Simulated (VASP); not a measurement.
# Nb (P1) in VASP: single point with r2SCAN+D3(BJ)

Aim: the single point of Nb with r2SCAN+D3(BJ).

Program: VASP 6.6.1. These are calculated values, not measurements. Logs are shortened: lines on timing, memory, paths and dates and some standing lists are left out, and cuts for length are marked.

## (1) The cell of the first run

The typed cell holds 16 atoms: a = 6.915 Å, b = 6.915 Å, c = 6.915 Å, α = 90.00°, β = 90.00°, γ = 90.00°.

## (2) Single point, r2SCAN+D3(BJ)

File POSCAR:

```
Nb
1.0
    6.9147510000      0.0000000000      0.0000000000
    0.0000000000      6.9147510000      0.0000000000
    0.0000000000      0.0000000000      6.9147510000
Nb
16
Direct
   -0.0233414045      0.0157344784      0.0279258067
    0.5108788444     -0.0145775314     -0.0074044604
    0.0139556724      0.4791495746     -0.0091977282
    0.0110054578     -0.0178459065      0.5064824460
    0.2304059828      0.2457499916      0.2340503657
    0.5068439919      0.4859900234     -0.0270870202
    0.5014208031      0.0242235765      0.5188328546
    0.7270833035      0.2513033369      0.2192992922
   -0.0042373182      0.4682887352      0.5276111895
    0.2241295457      0.7466935541      0.2734010234
    0.2671390481      0.2645214557      0.7224265921
    0.5417548658      0.5190931676      0.4919772238
    0.7396506396      0.7534906174      0.2694384801
    0.7525650598      0.2535159979      0.7465633976
    0.2535449216      0.7497160780      0.7377706009
    0.7560792862      0.7727827076      0.7578147066
```

File INCAR.step1:

```
ALGO = Normal
EDIFF = 1E-4
ENCUT = 520
GGA = PE
ISMEAR = -1
LASPH = T
LCHARG = F
LREAL = Auto
LWAVE = T
NBANDS = 118
NELM = 80
PREC = Accurate
SIGMA = 0.17
```

File INCAR.step2:

```
ALGO = Normal
EDIFF = 1E-6
ENCUT = 520
ISIF = 2
ISMEAR = -1
ISTART = 1
IVDW = 12
LASPH = T
LCHARG = T
LELF = T
LMIXTAU = T
LREAL = Auto
LVHAR = T
LWAVE = F
METAGGA = R2SCAN
NBANDS = 118
NELM = 80
PREC = Accurate
SIGMA = 0.17
VDW_A1 = 0.49484001
VDW_A2 = 5.73083694
VDW_S6 = 1.0
VDW_S8 = 0.78981345
```

File KPOINTS:

```
k-points
0
Gamma
  2 2 2
```

Potentials or basis: VASP PAW PBE potentials, release 64 (Nb_sv).

The run is started by

```sh
$ cat potpaw_PBE.64/Nb_sv/POTCAR > POTCAR
$ cp INCAR.step1 INCAR
$ mpirun -np 1 vasp_std > vasp.out
$ cp INCAR.step2 INCAR
$ mpirun -np 1 vasp_std > vasp.out
```

OUTCAR:

```text
EDIFF = 1E-6
   ENCUT = 520
   ISIF = 2
   ISMEAR = -1
   ISTART = 1
   IVDW = 12
   LASPH = T
   LREAL = Auto
   METAGGA = R2SCAN
   NELM = 80
   PREC = Accurate
 IVDW          = 12

 ion  position               nearest neighbor table
   1  0.977  0.016  0.028-   8 2.72   5 2.76  16 2.94  13 2.96  14 2.98  10 3.04
   2  0.511  0.985  0.993-  16 2.77   8 2.84  13 2.96  15 2.99  14 3.02
   3  0.014  0.479  0.991-   5 2.77  14 2.92  11 2.95   8 2.99
   4  0.011  0.982  0.506-  10 2.72  15 2.82  16 2.87  13 2.95   5 3.03  11 3.03
   5  0.230  0.246  0.234-   1 2.76   3 2.77   9 3.02   4 3.03
   6  0.507  0.486  0.973-   8 2.80  14 2.81  11 2.84  15 3.01  16 3.02
   7  0.501  0.024  0.519-  11 2.71  14 2.83  15 2.97  16 2.98   8 3.03  13 3.03
   8  0.727  0.251  0.219-   1 2.72   6 2.80   2 2.84  12 2.94   3 2.99   7 3.03
   9  0.996  0.468  0.528-  11 2.71  14 2.71  15 3.01   5 3.02  10 3.05
  10  0.224  0.747  0.273-   4 2.72   1 3.04   9 3.05
  11  0.267  0.265  0.722-   9 2.71   7 2.71   6 2.84   3 2.95   4 3.03  12 3.04
  12  0.542  0.519  0.492-  13 2.62  14 2.93   8 2.94  16 2.94  11 3.04
  13  0.740  0.753  0.269-  12 2.62   4 2.95   2 2.96   1 2.96   7 3.03
  14  0.753  0.254  0.747-   9 2.71   6 2.81   7 2.83   3 2.92  12 2.93   1 2.98   2 3.02
  15  0.254  0.750  0.738-   4 2.82   7 2.97   2 2.99   6 3.01   9 3.01
  16  0.756  0.773  0.758-   2 2.77   4 2.87   1 2.94  12 2.94   7 2.98   6 3.02

  LATTYP: Found a simple cubic cell.
 ALAT       =     6.9147510000

  Lattice vectors:

 A1 = (   6.9147510000,   0.0000000000,   0.0000000000)
 A2 = (   0.0000000000,   6.9147510000,   0.0000000000)
 A3 = (   0.0000000000,   0.0000000000,   6.9147510000)

Analysis of symmetry for initial positions (statically):
=====================================================================
 Subroutine PRICEL returns:
 Original cell was already a primitive cell.

 Routine SETGRP: Setting up the symmetry group for a
 simple cubic supercell.

 Subroutine GETGRP returns: Found  1 space group operations
 (whereof  1 operations were pure point group operations)
 out of a pool of 48 trial point group operations.

The static configuration has the point symmetry C_1 .

Analysis of symmetry for dynamics (positions and initial velocities):
=====================================================================
 Subroutine PRICEL returns:
 Original cell was already a primitive cell.

 Routine SETGRP: Setting up the symmetry group for a
 simple cubic supercell.

 Subroutine GETGRP returns: Found  1 space group operations
 (whereof  1 operations were pure point group operations)
 out of a pool of 48 trial point group operations.

The dynamic configuration has the point symmetry C_1 .

 Subroutine INISYM returns: Found  1 space group operations
 (whereof  1 operations are pure point group operations),
 and found     1 'primitive' translations

----------------------------------------------------------------------------------------

                                     Primitive cell

  volume of cell :     330.6204

  direct lattice vectors                    reciprocal lattice vectors
     6.914751000  0.000000000  0.000000000     0.144618367  0.000000000  0.000000000
     0.000000000  6.914751000  0.000000000     0.000000000  0.144618367  0.000000000
     0.000000000  0.000000000  6.914751000     0.000000000  0.000000000  0.144618367

  length of vectors
     6.914751000  6.914751000  6.914751000     0.144618367  0.144618367  0.144618367

  position of ions in fractional coordinates (direct lattice)
     0.976658595  0.015734478  0.027925807
     0.510878844  0.985422469  0.992595540
     0.013955672  0.479149575  0.990802272
     0.011005458  0.982154094  0.506482446
     0.230405983  0.245749992  0.234050366
     0.506843992  0.485990023  0.972912980
[... 8 lines left out ...]
     0.253544922  0.749716078  0.737770601
     0.756079286  0.772782708  0.757814707

  ion indices of the primitive-cell ions
   primitive index   ion index
                 1           1
                 2           2
                 3           3
                 4           4
                 5           5
                 6           6
[... 8 lines left out ...]
                15          15
                16          16

----------------------------------------------------------------------------------------

 KPOINTS: k-points

Automatic generation of k-mesh.
 Grid dimensions read from file:
 generate k-points for:    2    2    2

 Generating k-lattice:

  Cartesian coordinates                     Fractional coordinates (reciprocal lattice)
     0.072309184  0.000000000  0.000000000     0.500000000  0.000000000  0.000000000
     0.000000000  0.072309184  0.000000000     0.000000000  0.500000000  0.000000000
     0.000000000  0.000000000  0.072309184     0.000000000  0.000000000  0.500000000

  Length of vectors
     0.072309184  0.072309184  0.072309184

  Shift w.r.t. Gamma in fractional coordinates (k-lattice)
     0.000000000  0.000000000  0.000000000

 Subroutine IBZKPT returns following result:
 ===========================================

 Found      8 irreducible k-points:

 Following reciprocal coordinates:
            Coordinates               Weight
  0.000000  0.000000  0.000000      1.000000
  0.500000  0.000000  0.000000      1.000000
  0.000000  0.500000  0.000000      1.000000
  0.000000  0.000000  0.500000      1.000000
  0.500000  0.500000  0.000000      1.000000
  0.000000  0.500000  0.500000      1.000000
  0.500000  0.000000  0.500000      1.000000
  0.500000  0.500000  0.500000      1.000000
   k-points           NKPTS =      8   k-points in BZ     NKDIM =      8   number of bands    NBANDS=    118
   number of dos      NEDOS =    301   number of ions     NIONS =     16
   total plane-waves  NPLWV = 157464
   dimension x,y,z NGX =    54 NGY =   54 NGZ =   54
   dimension x,y,z NGXF=   108 NGYF=  108 NGZF=  108
   ions per type =              16
   NGX,Y,Z   is equivalent  to a cutoff of  12.98, 12.98, 12.98 a.u.
   NGXF,Y,Z  is equivalent  to a cutoff of  25.97, 25.97, 25.97 a.u.
 SYSTEM =  unknown system
   PREC   = accura    normal or accurate (medium, high low for compatibility)
   ISTART =      1    job   : 0-new  1-cont  2-samecut
   ICHARG =      0    charge: 1-file 2-atom 10-const
   ISPIN  =      1    spin polarized calculation?
   LNONCOLLINEAR =      F non collinear calculations
   LSORBIT =      F    spin-orbit coupling
   LASPH  =      T    aspherical Exc in radial PAW
   ENCUT  =  520.0 eV  38.22 Ry    6.18 a.u.  12.86 12.86 12.86*2*pi/ulx,y,z
   NELM   =     80;   NELMIN=  2; NELMDL=  0     # of ELM steps
   EDIFF  = 0.1E-05   stopping-criterion for ELM
   LREAL  =      T    real-space projection
   EDIFFG = 0.1E-04   stopping-criterion for IOM
   NSW    =      0    number of steps for IOM
   IBRION =     -1    ionic relax: 0-MD 1-quasi-New 2-CG
   NFREE  =      0    steps in history (QN), initial steepest desc. (CG)
   ISIF   =      2    stress and relaxation
   ISYM   =      2    0-nonsym 1-usesym 2-fastsym
   POTIM  = 0.5000    time-step for ionic-motion
   TEBEG  =    0.0;   TEEND  =   0.0 temperature during run
   PSTRESS=    0.0 pullay stress
   NELECT =     208.0000    total number of electrons
   NUPDOWN=      -1.0000    fix difference up-down
   EMIN   =  10.00;   EMAX   =-10.00  energy-range for DOS
   EFERMI =   0.00;   METHOD = LEGACY
   ISMEAR =    -1;   SIGMA  =   0.17  broadening in eV -4-tet -1-fermi 0-gaus
   EFERMI_NEDOS =   21; number of points for ismear=-14 and -15
   IALGO  =     38    algorithm
   IMIX   =      4    mixing-type and parameters
     AMIX     =   0.40;   BMIX     =  1.00
     AMIX_MAG =   1.60;   BMIX_MAG =  1.00
  volume/ion in A,a.u.               =      20.66       139.45
  Fermi-wavevector in a.u.,A,eV,Ry     =   1.402769  2.650848 26.773000  1.967760
  Thomas-Fermi vector in A             =   2.525497
   LORBIT       =      0    0 simple, 1 ext, 2 COOP (PROOUT), +10 PAW based schemes
   METAGGA = R2SCAN    functional components
   LHFCALC =     F    Hartree Fock is set to
   AEXX    =    0.0000 exact exchange contribution
   IVDW    =    12    specifies the selected vdW correction
   LEPSILON=     F    determine dielectric tensor
   LRPA    =     F    only Hartree local field effects (RPA)
 non-spin polarized calculation
  energy-cutoff  :      520.00
  volume of cell :      330.62
 maximum number of plane-waves:      9008
 NGX is ok and might be reduce to    54
   NGX = 25   NGY = 25   NGZ = 25

 number of electron     208.0000005 magnetization

 Free energy of the ion-electron system (eV)
  ---------------------------------------------------
  ext. energy  EPLUGINS =         0.00000000
  ---------------------------------------------------
  free energy    TOTEN  =      -394.56905813 eV

  energy without entropy =     -392.79406802  energy(sigma->0) =     -393.68156307

 E-fermi :   9.4263     XC(G=0): -12.8123

 val. band max:        9.4181128253   @ k =   0.5000   0.5000   0.0000
 cond. band min:       9.4269163919   @ k =   0.0000   0.5000   0.5000
 fundamental gap:      0.0088035666
 Fermi energy:         9.4263050316

 k-point     1 :       0.0000    0.0000    0.0000
  band No.  band energies     occupation
      1     -47.1524      2.00000
      2     -47.0587      2.00000
      3     -47.0034      2.00000
      4     -46.9835      2.00000
      5     -46.9411      2.00000
      6     -46.9306      2.00000
[... 108 lines left out ...]
    115      11.0447      0.00015
    116      11.0732      0.00012

 k-point     2 :       0.5000    0.0000    0.0000
  band No.  band energies     occupation
      1     -47.1487      2.00000
      2     -47.0366      2.00000
      3     -47.0270      2.00000
      4     -46.9895      2.00000
      5     -46.9426      2.00000
      6     -46.9321      2.00000
[... 706 lines left out ...]
 k-point     8 :       0.5000    0.5000    0.5000
  band No.  band energies     occupation
      1     -47.1451      2.00000
      2     -47.0308      2.00000
      3     -47.0070      2.00000
      4     -46.9851      2.00000
      5     -46.9672      2.00000
      6     -46.9470      2.00000
[... 108 lines left out ...]
    115      11.7629      0.00000
    116      11.8839      0.00000
 [bands above 116 left out]

------------------------ aborting loop because EDIFF is reached ----------------------------------------

 Edisp (eV)   -4.84622

 E8    (eV) :    -1.9002

  FORCE on cell =-STRESS in cart. coord.  units (eV):
  Direction    XX          YY          ZZ          XY          YZ          ZX
  --------------------------------------------------------------------------------------
  -------------------------------------------------------------------------------------
  Total     -36.51931   -37.37983   -37.09495    -0.27798     0.00288     0.13216
  in kB    -176.97158  -181.14160  -179.76112    -1.34709     0.01397     0.64046
  external pressure =     -179.29 kB  Pullay stress =        0.00 kB

 VOLUME and BASIS-vectors are now :
 -----------------------------------------------------------------------------
  energy-cutoff  :      520.00
  volume of cell :      330.62
      direct lattice vectors                 reciprocal lattice vectors
     6.914751000  0.000000000  0.000000000     0.144618367  0.000000000  0.000000000
     0.000000000  6.914751000  0.000000000     0.000000000  0.144618367  0.000000000
     0.000000000  0.000000000  6.914751000     0.000000000  0.000000000  0.144618367

 POSITION                                       TOTAL-FORCE (eV/Angst)
 -----------------------------------------------------------------------------------
      6.75335      0.10880      0.19310         0.808467     -1.158540     -0.894535
      3.53260      6.81395      6.86355        -1.107974      0.887829      0.192652
      0.09650      3.31320      6.85115        -0.582803      0.711013      0.231165
      0.07610      6.79135      3.50220        -0.669482      1.044953     -0.066048
      1.59320      1.69930      1.61840         0.894658     -0.089104      0.386690
      3.50470      3.36050      6.72745        -0.503731      1.243784      0.759024
[... 8 lines left out ...]
      1.75320      5.18410      5.10150         0.394710     -0.095885      0.769005
      5.22810      5.34360      5.24010         0.245554     -1.043018      0.108567
 -----------------------------------------------------------------------------------
    total drift:                               -0.000415      0.001902      0.000005

  FREE ENERGIE OF THE ION-ELECTRON SYSTEM (eV)
  ---------------------------------------------------
  free  energy   TOTEN  =      -399.4152778453 eV

  energy  without entropy=     -397.6402877404  energy(sigma->0) =     -398.52778279
```

Run time: 18 min. Hardware: 1 thread of Intel Xeon 6975P-C (Granite Rapids), shared host; peak memory 0.54 GiB.

Results:

* Free energy: -399.4153 eV
* Pressure: -17.9 GPa
* Largest force: 2.507 eV/Å
* Band gap on the k mesh: zero (bands 104 and 105 overlap by 1.25 eV)
* Dispersion energy per atom: -0.303 eV

Forces in eV/Å, atoms in the order of the input:
```
Nb   0.808 -1.159 -0.895
Nb  -1.108  0.888  0.193
Nb  -0.583  0.711  0.231
Nb  -0.669  1.045 -0.066
Nb   0.895 -0.089  0.387
Nb  -0.504  1.244  0.759
Nb  -0.164 -1.256 -1.322
Nb   0.801 -0.111  1.155
Nb   0.205  1.860 -1.668
Nb   0.856 -0.289 -0.568
Nb  -0.156 -0.759  1.116
Nb  -1.811 -0.652  0.207
Nb   0.569  0.041 -0.679
Nb   0.221 -0.334  0.271
Nb   0.395 -0.096  0.769
Nb   0.246 -1.043  0.109
```

Levels at points of the mesh, in eV from the Fermi level:
```
           k point  band 100  band 101  band 102  band 103  band 104  band 105  band 106  band 107  band 108  band 109
(0.00, 0.00, 0.00)      0.30      0.35      0.45      0.54      0.60      0.64      0.72      0.75      0.82      0.94
(0.50, 0.00, 0.00)     -0.25     -0.07     -0.02      0.18      0.18      0.26      0.28      0.35      0.39      0.43
(0.00, 0.50, 0.00)     -0.18     -0.15     -0.05      0.01      0.07      0.15      0.27      0.34      0.37      0.44
(0.00, 0.00, 0.50)     -0.22     -0.15     -0.02      0.17      0.21      0.28      0.33      0.36      0.39      0.45
(0.50, 0.50, 0.00)     -0.47     -0.42     -0.35     -0.31     -0.27     -0.11     -0.07     -0.01      0.10      0.50
(0.00, 0.50, 0.50)     -0.53     -0.46     -0.35     -0.32     -0.24     -0.22     -0.11      0.00      0.12      0.49
(0.50, 0.00, 0.50)     -0.51     -0.46     -0.40     -0.35     -0.29     -0.23     -0.10      0.00      0.10      0.55
(0.50, 0.50, 0.50)     -0.89     -0.84     -0.78     -0.74     -0.73     -0.65     -0.63     -0.59     -0.54     -0.49
```

Caveat: the k points lie up to 0.45 Å⁻¹ apart, too coarse for converged energies and pressures of a metal; the PAW data sets were made with another functional, which shifts forces and pressure a little.
